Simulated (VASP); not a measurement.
# Mn (P-1) in VASP: single point with PBE

Aim: the single point of Mn with PBE.

Everything below comes from runs of VASP 6.6.1. Logs are shortened: lines on timing, memory, paths and dates and some standing lists are left out, and cuts for length are marked.

**1. The cell of the first run**

The typed cell holds 1 atom: a = 2.551 Å, b = 2.244 Å, c = 2.299 Å, α = 106.38°, β = 108.88°, γ = 106.41°.

**2. Single point, PBE, collinear spin, ferromagnetic start**

The input, INCAR:

```
PREC = Accurate ; ENCUT = 500
EDIFF = 1E-6 ; ISMEAR = 0
SIGMA = 0.012 ; LREAL = F
LASPH = T ; NELM = 200
ALGO = Normal ; ISIF = 2
LWAVE = F ; LCHARG = F
ISPIN = 2 ; MAGMOM = 0.76
LORBIT = 11 ; LMAXMIX = 4
GGA = PE ; NBANDS = 16
GGA_COMPAT = F
```

The input, KPOINTS:

```
Automatic mesh
0
Gamma
  2 2 2
```

The input, POSCAR:

```
Mn
1.0
   -1.3281734554      1.5144556713      1.5657785010
    1.3370848772     -1.2438732457      1.3041074972
    1.3844115579      1.3001113482     -1.2951960755
Mn
1
Direct
    0.0000000000      0.0000000000      0.0000000000
```

Potentials or basis: VASP PAW PBE potentials, release 64 (Mn_pv).

On the command line:

```
$ cat potpaw_PBE.64/Mn_pv/POTCAR > POTCAR
$ mpirun -np 1 vasp_std > vasp.out
```

OUTCAR:

```text
PREC = Accurate
   ENCUT = 500
   EDIFF = 1E-6
   ISMEAR = 0
   LREAL = F
   LASPH = T
   NELM = 200
   ISIF = 2
   ISPIN = 2
   LORBIT = 11
   GGA = PE

 ion  position               nearest neighbor table
   1  0.000  0.000  0.000-

  LATTYP: Found a triclinic cell.
 ALAT       =     2.2440394347
 B/A-ratio  =     1.6209038663
 C/A-ratio  =     1.1695491757
 COS(alpha) =     0.0032824141
 COS(beta)  =     0.3332723323
 COS(gamma) =     0.7952171636

  Lattice vectors:

 A1 = (  -1.3370848772,   1.2438732457,  -1.3041074972)
 A2 = (   0.0473266807,   2.5439845939,  -2.5993035727)
 A3 = (  -1.3933229797,  -1.5706937738,  -1.5746899227)

Analysis of symmetry for initial positions (statically):
=====================================================================
 Subroutine PRICEL returns:
 Original cell was already a primitive cell.

 Routine SETGRP: Setting up the symmetry group for a
 triclinic supercell.

 Subroutine GETGRP returns: Found  2 space group operations
 (whereof  2 operations were pure point group operations)
 out of a pool of  2 trial point group operations.

The static configuration has the point symmetry S_2 .

Analysis of symmetry for dynamics (positions and initial velocities):
=====================================================================
 Subroutine PRICEL returns:
 Original cell was already a primitive cell.

 Routine SETGRP: Setting up the symmetry group for a
 triclinic supercell.

 Subroutine GETGRP returns: Found  2 space group operations
 (whereof  2 operations were pure point group operations)
 out of a pool of  2 trial point group operations.

The dynamic configuration has the point symmetry S_2 .

Analysis of structural, dynamic, and magnetic symmetry:
=====================================================================
 Subroutine PRICEL returns:
 Original cell was already a primitive cell.

 Routine SETGRP: Setting up the symmetry group for a
 triclinic supercell.

 Subroutine GETGRP returns: Found  2 space group operations
 (whereof  2 operations were pure point group operations)
 out of a pool of  2 trial point group operations.

The overall configuration has the point symmetry S_2 .

 Subroutine INISYM returns: Found  2 space group operations
 (whereof  2 operations are pure point group operations),
 and found     1 'primitive' translations

----------------------------------------------------------------------------------------

[... 91 lines left out ...]
   IMIX   =      4    mixing-type and parameters
     AMIX     =   0.40;   BMIX     =  1.00
     AMIX_MAG =   1.60;   BMIX_MAG =  1.00
  volume/ion in A,a.u.               =      10.89        73.47
  Fermi-wavevector in a.u.,A,eV,Ry     =   1.736798  3.282073 41.041552  3.016469
  Thomas-Fermi vector in A             =   2.810144
   LORBIT       =     11    0 simple, 1 ext, 2 COOP (PROOUT), +10 PAW based schemes
   GGA     = PE    functional components
   LHFCALC =     F    Hartree Fock is set to
   AEXX    =    0.0000 exact exchange contribution
   IVDW    =     0    specifies the selected vdW correction
   LEPSILON=     F    determine dielectric tensor
   LRPA    =     F    only Hartree local field effects (RPA)
 spin polarized calculation
 Gauss-broadening in eV      SIGMA  =   0.01
  energy-cutoff  :      500.00
  volume of cell :       10.89
 maximum number of plane-waves:       284
 NGX is ok and might be reduce to    20
   NGX =  9   NGY =  9   NGZ =  9

 number of electron      13.0000000 magnetization       2.5007997

 Free energy of the ion-electron system (eV)
  ---------------------------------------------------
  ext. energy  EPLUGINS =         0.00000000
  ---------------------------------------------------
  free energy    TOTEN  =        -8.03187046 eV

  energy without entropy =       -8.03187046  energy(sigma->0) =       -8.03187046

 E-fermi :  11.5730     XC(G=0): -13.8131

 val. band max:       11.4409667972   @ k =   0.5000   0.5000  -0.0000
 cond. band min:      11.6576565334   @ k =   0.5000   0.0000   0.0000
 fundamental gap:      0.2166897362
 Fermi energy:        11.5730237475

 spin component 1

 k-point     1 :       0.0000    0.0000    0.0000
  band No.  band energies     occupation
      1     -38.0157      1.00000
      2     -37.8241      1.00000
      3     -37.6712      1.00000
      4       1.5276      1.00000
      5       7.8115      1.00000
      6       8.1100      1.00000
[... 128 lines left out ...]
      2     -38.3966      1.00000
      3     -38.1736      1.00000
      4       4.9220      1.00000
      5       5.2553      1.00000
      6      10.7913      1.00000
[... 8 lines left out ...]
     15      41.5088      0.00000
     16      46.2990      0.00000
 Fermi energy:        11.5730237475

 spin component 2

 k-point     1 :       0.0000    0.0000    0.0000
  band No.  band energies     occupation
      1     -35.6637      1.00000
      2     -35.5866      1.00000
      3     -35.4447      1.00000
      4       2.8449      1.00000
      5       9.0025      1.00000
      6       9.5207      1.00000
[... 129 lines left out ...]
      3     -35.8348      1.00000
      4       7.3680      1.00000
      5       7.5093      1.00000
      6      12.8456      0.00000
[... 8 lines left out ...]
     15      44.6298      0.00000
     16      47.0305      0.00000

------------------------ aborting loop because EDIFF is reached ----------------------------------------

  FORCE on cell =-STRESS in cart. coord.  units (eV):
  Direction    XX          YY          ZZ          XY          YZ          ZX
  --------------------------------------------------------------------------------------
  -------------------------------------------------------------------------------------
  Total        2.9956714      1.7697536      1.1714670     -0.3148761      0.4627523      0.3905401
  in kB      440.8442802    260.4376959    172.3935836    -46.3373042     68.0988186     57.4720427
  external PRESSURE =     291.2251866 kB  Pullay stress =       0.0000000 kB

 VOLUME and BASIS-vectors are now :
 -----------------------------------------------------------------------------
  energy-cutoff  :      500.00
  volume of cell :       10.89
      direct lattice vectors                 reciprocal lattice vectors
    -1.328173455  1.514455671  1.565778501    -0.007754479  0.324893575  0.317837925
     1.337084877 -1.243873246  1.304107497     0.367144229 -0.041097193  0.351180640
     1.384411558  1.300111348 -1.295196076     0.360295830  0.351387891 -0.034248795

 POSITION                                       TOTAL-FORCE (eV/Angst)
 -----------------------------------------------------------------------------------
      0.00000      0.00000      0.00000         0.000000     -0.000000     -0.000000
 -----------------------------------------------------------------------------------
    total drift:                               -0.000000      0.000000      0.000000

  FREE ENERGIE OF THE ION-ELECTRON SYSTEM (eV)
  ---------------------------------------------------
  free  energy   TOTEN  =        -8.0318704643 eV

  energy  without entropy=       -8.0318704643  energy(sigma->0) =       -8.03187046

 total charge

# of ion       s       p       d       tot
------------------------------------------
    1        0.392   6.397   5.291  12.080

 magnetization (x)

# of ion       s       p       d       tot
------------------------------------------
    1       -0.000   0.301   1.959   2.259
```

Run time: 6.9 s. Hardware: 1 thread of Intel Xeon Platinum 8488C (Sapphire Rapids), shared host; peak memory 0.12 GiB.

What came out:

```yaml
Free_energy: -8.0319 eV
Pressure: 29.1 GPa
Net_moment: 2.50 μB per cell
Site_moments: Mn +2.26 μB
Valence_electrons_inside_the_program's_atomic_spheres: Mn 12.08
```

Caveat: the k points lie up to 1.60 Å⁻¹ apart.
